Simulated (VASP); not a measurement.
# Pb (P6_3/mmc) in VASP: further runs

Pb is run at these levels: PBEsol; tasks: relaxation of cell and atoms.

Everything below comes from runs of VASP 6.6.1. Logs are shortened: lines on timing, memory, paths and dates and some standing lists are left out, and cuts for length are marked.

### 1 The cell of the first run

The structure is hexagonal, space group P6_3/mmc (No. 194). Conventional cell: a = 3.393 Å, b = 3.393 Å, c = 5.674 Å, α = 90.00°, β = 90.00°, γ = 120.00°. Within 4.5 Å of Pb (site symmetry -6m2) lie 12 Pb at 3.39 to 3.45 Å.

### 2 Relaxation of cell and atoms, PBEsol, target pressure 3 GPa, at which the enthalpy is minimised

INCAR reads:

```
PREC     = Accurate       # precision mode
ENCUT    = 500            # plane-wave cutoff, eV
EDIFF    = 1E-7           # SCF threshold, eV
ISMEAR   = 0              # smearing method
SIGMA    = 0.1            # smearing width, eV
LREAL    = False          # projectors in reciprocal space
LASPH    = True           # aspherical terms in the spheres
NELM     = 120            # most SCF steps
ALGO     = Normal         # electronic algorithm
ISIF     = 3              # what is computed and relaxed
LWAVE    = False          # write WAVECAR
LCHARG   = False          # write CHGCAR
GGA      = PS             # functional
IBRION   = 2              # ionic algorithm
NSW      = 70             # ionic steps
EDIFFG   = -0.004         # ionic threshold
PSTRESS  = 30.0         
GGA_COMPAT= False        
NELMIN   = 4
```

KPOINTS reads:

```
regular mesh
0
Gamma
  21 21 12
```

POSCAR reads:

```
Pb
1.0
    3.3929198914      0.0000000000      0.0000000000
   -1.6964599457      2.9383548190      0.0000000000
    0.0000000000      0.0000000000      5.6740606050
Pb
2
Direct
    0.3333333333      0.6666666667      0.2500000000
    0.6666666667      0.3333333333      0.7500000000
```

Potentials or basis: VASP PAW PBE potentials, release 64 (Pb_d).

The run is started by

```sh
$ cat potpaw_PBE.64/Pb_d/POTCAR > POTCAR
$ mpirun -np 1 vasp_std > vasp.out
```

OUTCAR:

```text
PREC = Accurate
   ENCUT = 500
   EDIFF = 1E-7
   ISMEAR = 0
   LREAL = False
   LASPH = True
   NELM = 120
   ISIF = 3
   GGA = PS
   IBRION = 2
   NSW = 70
   EDIFFG = -0.004
   PSTRESS = 30.0
   NELMIN = 4

 ion  position               nearest neighbor table
   1  0.333  0.667  0.250-   2 3.45   2 3.45   2 3.45   2 3.45   2 3.45   2 3.45
   2  0.667  0.333  0.750-   1 3.45   1 3.45   1 3.45   1 3.45   1 3.45   1 3.45

  LATTYP: Found a hexagonal cell.
 ALAT       =     3.3929198914
 C/A-ratio  =     1.6723237762

  Lattice vectors:

 A1 = (   3.3929198914,   0.0000000000,   0.0000000000)
 A2 = (  -1.6964599457,   2.9383548190,   0.0000000000)
 A3 = (   0.0000000000,   0.0000000000,   5.6740606050)

Analysis of symmetry for initial positions (statically):
=====================================================================
 Subroutine PRICEL returns:
 Original cell was already a primitive cell.

 Routine SETGRP: Setting up the symmetry group for a
 hexagonal supercell.

 Subroutine GETGRP returns: Found 24 space group operations
 (whereof 12 operations were pure point group operations)
 out of a pool of 24 trial point group operations.

The static configuration has the point symmetry D_3d.
 The point group associated with its full space group is D_6h.

Analysis of symmetry for dynamics (positions and initial velocities):
=====================================================================
 Subroutine PRICEL returns:
 Original cell was already a primitive cell.

 Routine SETGRP: Setting up the symmetry group for a
 hexagonal supercell.

 Subroutine GETGRP returns: Found 24 space group operations
 (whereof 12 operations were pure point group operations)
 out of a pool of 24 trial point group operations.

The dynamic configuration has the point symmetry D_3d.
 The point group associated with its full space group is D_6h.

 Subroutine INISYM returns: Found 24 space group operations
 (whereof 12 operations are pure point group operations),
 and found     1 'primitive' translations

----------------------------------------------------------------------------------------

                                     Primitive cell

  volume of cell :      56.5681

  direct lattice vectors                    reciprocal lattice vectors
     3.392919891  0.000000000  0.000000000     0.294731391  0.170163248  0.000000000
    -1.696459946  2.938354819  0.000000000     0.000000000  0.340326496  0.000000000
     0.000000000  0.000000000  5.674060605     0.000000000  0.000000000  0.176240627

  length of vectors
     3.392919891  3.392919891  5.674060605     0.340326496  0.340326496  0.176240627

  position of ions in fractional coordinates (direct lattice)
     0.333333333  0.666666667  0.250000000
     0.666666667  0.333333333  0.750000000

  ion indices of the primitive-cell ions
   primitive index   ion index
                 1           1
                 2           2

----------------------------------------------------------------------------------------

 KPOINTS: regular mesh

Automatic generation of k-mesh.
 Grid dimensions read from file:
 generate k-points for:   21   21   12

 Generating k-lattice:

  Cartesian coordinates                     Fractional coordinates (reciprocal lattice)
     0.014034828  0.008103012  0.000000000     0.047619048  0.000000000  0.000000000
     0.000000000  0.016206024  0.000000000     0.000000000  0.047619048  0.000000000
     0.000000000  0.000000000  0.014686719     0.000000000  0.000000000  0.083333333

  Length of vectors
     0.016206024  0.016206024  0.014686719

  Shift w.r.t. Gamma in fractional coordinates (k-lattice)
     0.000000000  0.000000000  0.000000000

 Subroutine IBZKPT returns following result:
 ===========================================

 Found    336 irreducible k-points:

 Following reciprocal coordinates:
            Coordinates               Weight
  0.000000  0.000000  0.000000      1.000000
  0.047619 -0.000000  0.000000      6.000000
  0.095238  0.000000  0.000000      6.000000
  0.142857  0.000000  0.000000      6.000000
  0.190476  0.000000  0.000000      6.000000
  0.238095 -0.000000  0.000000      6.000000
[... 16 lines left out ...]
  0.142857  0.095238  0.000000     12.000000
  0.190476  0.095238  0.000000     12.000000
 [... further k-points ...]
   k-points           NKPTS =    336   k-points in BZ     NKDIM =    336   number of bands    NBANDS=     18
   number of dos      NEDOS =    301   number of ions     NIONS =      2
   total plane-waves  NPLWV =  32928
   dimension x,y,z NGX =    28 NGY =   28 NGZ =   42
   dimension x,y,z NGXF=    56 NGYF=   56 NGZF=   84
   ions per type =               2
   NGX,Y,Z   is equivalent  to a cutoff of  13.72, 13.72, 12.31 a.u.
   NGXF,Y,Z  is equivalent  to a cutoff of  27.44, 27.44, 24.61 a.u.
 SYSTEM =  unknown system
   PREC   = accura    normal or accurate (medium, high low for compatibility)
   ISTART =      0    job   : 0-new  1-cont  2-samecut
   ICHARG =      2    charge: 1-file 2-atom 10-const
   ISPIN  =      1    spin polarized calculation?
   LNONCOLLINEAR =      F non collinear calculations
   LSORBIT =      F    spin-orbit coupling
   LASPH  =      T    aspherical Exc in radial PAW
   ENCUT  =  500.0 eV  36.75 Ry    6.06 a.u.   6.19  6.19 10.35*2*pi/ulx,y,z
   NELM   =    120;   NELMIN=  4; NELMDL= -5     # of ELM steps
   EDIFF  = 0.1E-06   stopping-criterion for ELM
   LREAL  =      F    real-space projection
   EDIFFG = -.4E-02   stopping-criterion for IOM
   NSW    =     70    number of steps for IOM
   IBRION =      2    ionic relax: 0-MD 1-quasi-New 2-CG
   NFREE  =      1    steps in history (QN), initial steepest desc. (CG)
   ISIF   =      3    stress and relaxation
   ISYM   =      2    0-nonsym 1-usesym 2-fastsym
   POTIM  = 0.5000    time-step for ionic-motion
   TEBEG  =    0.0;   TEEND  =   0.0 temperature during run
   PSTRESS=   30.0 pullay stress
   NELECT =      28.0000    total number of electrons
   NUPDOWN=      -1.0000    fix difference up-down
   EMIN   =  10.00;   EMAX   =-10.00  energy-range for DOS
   EFERMI =   0.00;   METHOD = LEGACY
   ISMEAR =     0;   SIGMA  =   0.10  broadening in eV -4-tet -1-fermi 0-gaus
   EFERMI_NEDOS =   21; number of points for ismear=-14 and -15
   IALGO  =     38    algorithm
   IMIX   =      4    mixing-type and parameters
     AMIX     =   0.40;   BMIX     =  1.00
     AMIX_MAG =   1.60;   BMIX_MAG =  1.00
  volume/ion in A,a.u.               =      28.28       190.87
  Fermi-wavevector in a.u.,A,eV,Ry     =   1.295001  2.447198 22.817360  1.677029
  Thomas-Fermi vector in A             =   2.426549
   LORBIT       =      0    0 simple, 1 ext, 2 COOP (PROOUT), +10 PAW based schemes
   GGA     = PS    functional components
   LHFCALC =     F    Hartree Fock is set to
   AEXX    =    0.0000 exact exchange contribution
   IVDW    =     0    specifies the selected vdW correction
   LEPSILON=     F    determine dielectric tensor
   LRPA    =     F    only Hartree local field effects (RPA)
 conjugate gradient relaxation of ions
 non-spin polarized calculation
 Gauss-broadening in eV      SIGMA  =   0.10
  energy-cutoff  :      500.00
  volume of cell :       56.57
 maximum number of plane-waves:      1472
 NGX is ok and might be reduce to    28
   NGX = 13   NGY = 13   NGZ = 21

--------------------------------------- Ionic step        1  -------------------------------------------

 number of electron      28.0000005 magnetization

 Free energy of the ion-electron system (eV)
  ---------------------------------------------------
  ext. energy  EPLUGINS =         0.00000000
  ---------------------------------------------------
  free energy    TOTEN  =        -7.94819289 eV

  energy without entropy =       -7.94280758  energy(sigma->0) =       -7.94550023

------------------------ aborting loop because EDIFF is reached ----------------------------------------

  FORCE on cell =-STRESS in cart. coord.  units (eV):
  Direction    XX          YY          ZZ          XY          YZ          ZX
  --------------------------------------------------------------------------------------
  -------------------------------------------------------------------------------------
  Total        1.0399178      1.0399178      1.0389362      0.0000000      0.0000000      0.0000000
  in kB       29.4535586     29.4535586     29.4257582      0.0000000      0.0000000      0.0000000
  external PRESSURE =      -0.5557082 kB  Pullay stress =      30.0000000 kB

 VOLUME and BASIS-vectors are now :
 -----------------------------------------------------------------------------
  energy-cutoff  :      500.00
  volume of cell :       56.57
      direct lattice vectors                 reciprocal lattice vectors
     3.392919891  0.000000000  0.000000000     0.294731391  0.170163248  0.000000000
    -1.696459946  2.938354819  0.000000000     0.000000000  0.340326496  0.000000000
     0.000000000  0.000000000  5.674060605     0.000000000  0.000000000  0.176240627
[... 46 lines left out ...]
  FREE ENERGIE OF THE ION-ELECTRON SYSTEM (eV)
  ---------------------------------------------------
  free  energy   TOTEN  =        -7.9466939643 eV

  energy  without entropy=       -7.9413139807  energy(sigma->0) =       -7.94400397

  enthalpy is  TOTEN    =        -6.8889861232 eV   P V=        1.0577078411

--------------------------------------- Ionic step        3  -------------------------------------------

 number of electron      28.0000005 magnetization

 Free energy of the ion-electron system (eV)
  ---------------------------------------------------
  ext. energy  EPLUGINS =         0.00000000
  ---------------------------------------------------
  free energy    TOTEN  =        -7.94732467 eV

  energy without entropy =       -7.94194245  energy(sigma->0) =       -7.94463356

 E-fermi :   7.8476     XC(G=0): -10.6858

 val. band max:        7.8464731504   @ k =   0.1905   0.1905   0.1667
 cond. band min:       7.8533733045   @ k =   0.3333   0.0476   0.2500
 fundamental gap:      0.0069001541
 Fermi energy:         7.8475552507

 k-point     1 :       0.0000    0.0000    0.0000
  band No.  band energies     occupation
      1      -9.1936      2.00000
      2      -9.1565      2.00000
      3      -9.1221      2.00000
      4      -9.1221      2.00000
      5      -9.0975      2.00000
      6      -9.0975      2.00000
[... 10 lines left out ...]
     17      16.0264      0.00000
     18      16.0264      0.00000
[... 463 lines left out ...]
 k-point    24 :       0.1905    0.0952    0.0000
  band No.  band energies     occupation
      1      -9.2177      2.00000
      2      -9.1390      2.00000
      3      -9.0918      2.00000
      4      -9.0785      2.00000
      5      -9.0654      2.00000
      6      -9.0145      2.00000
[... 10 lines left out ...]
     17      13.9226      0.00000
     18      14.1296      0.00000

 [... further k-points ...]
[... 5 lines left out ...]
  --------------------------------------------------------------------------------------
  -------------------------------------------------------------------------------------
  Total        1.0582424      1.0582424      1.0585133      0.0000000      0.0000000      0.0000000
  in kB       29.9973720     29.9973720     30.0050528      0.0000000      0.0000000      0.0000000
  external PRESSURE =      -0.0000678 kB  Pullay stress =      30.0000000 kB

 VOLUME and BASIS-vectors are now :
 -----------------------------------------------------------------------------
  energy-cutoff  :      500.00
  volume of cell :       56.52
      direct lattice vectors                 reciprocal lattice vectors
     3.391999957 -0.000000000  0.000000000     0.294811324  0.170209398  0.000000000
    -1.695999978  2.937558132  0.000000000     0.000000000  0.340418795  0.000000000
     0.000000000  0.000000000  5.672443909    -0.000000000 -0.000000000  0.176290857

 POSITION                                       TOTAL-FORCE (eV/Angst)
 -----------------------------------------------------------------------------------
     -0.00000      1.95837      1.41811        -0.000000     -0.000000      0.000000
      1.69600      0.97919      4.25433         0.000000      0.000000      0.000000
 -----------------------------------------------------------------------------------
    total drift:                               -0.000000      0.000000      0.000000

  FREE ENERGIE OF THE ION-ELECTRON SYSTEM (eV)
  ---------------------------------------------------
  free  energy   TOTEN  =        -7.9473246716 eV

  energy  without entropy=       -7.9419424456  energy(sigma->0) =       -7.94463356

  enthalpy is  TOTEN    =        -6.8889895950 eV   P V=        1.0583350766

 reached required accuracy - stopping structural energy minimisation
```

Run time: 5.4 min. Hardware: 1 thread of AMD EPYC 9R45 (Zen 5), shared host; peak memory 0.36 GiB.

Results:

- Free energy: -7.9473 eV
- Relaxed volume: 28.26 Å³/atom
- Relaxed cell: a = 3.392 Å, b = 3.392 Å, c = 5.672 Å, α = 90.00°, β = 90.00°, γ = 120.00°
- Space group after relaxing (to 0.05 Å): P6_3/mmc (No. 194)
- Energy change on relaxing (the enthalpy is what falls): +0.4 meV/atom
- Ionic steps: 3
- Pressure after relaxing: 3.0 GPa
- Band gap on the k mesh: zero (band 14 reaches 14.20 eV, above the bottom of band 15 at 5.60 eV)

The path:
```csv
step,energy change (eV),largest force (eV/Å),pressure (GPa),volume (Å³)
1,0.0000,0.0000,2.94,56.57
2,0.0015,0.0000,3.03,56.49
3,0.0009,0.0000,3.00,56.52
```

Final structure:
```yaml
crystal:
  lattice:
    - [3.39200, 0.00000, 0.00000]
    - [-1.69600, 2.93756, 0.00000]
    - [0.00000, 0.00000, 5.67244]
  atoms:
    - { symbol: Pb, position: [0.33333, 0.66667, 0.25000] }
    - { symbol: Pb, position: [0.66667, 0.33333, 0.75000] }
```

Levels at points of the mesh, in eV from the Fermi level:
| k point | band 10 | band 11 | band 12 | band 13 | band 14 | band 15 | band 16 | band 17 | band 18 |
| --- | --- | --- | --- | --- | --- | --- | --- | --- | --- |
| (0.00, 0.00, 0.00) | -16.67 | -12.21 | -8.36 | -4.57 | 6.32 | 6.32 | 7.67 | 8.18 | 8.18 |
| (0.00, 0.00, 0.50) | -16.74 | -10.96 | -10.96 | 0.62 | 0.62 | 7.19 | 7.19 | 7.19 | 7.19 |

Caveat: the cell is relaxed towards a set pressure, so the enthalpy falls and the energy may rise; the PAW data sets were made with another functional, which shifts forces and pressure a little; spin-orbit coupling is left out, which moves the levels of the heavy elements.

(Continued in part 2 of 2.)
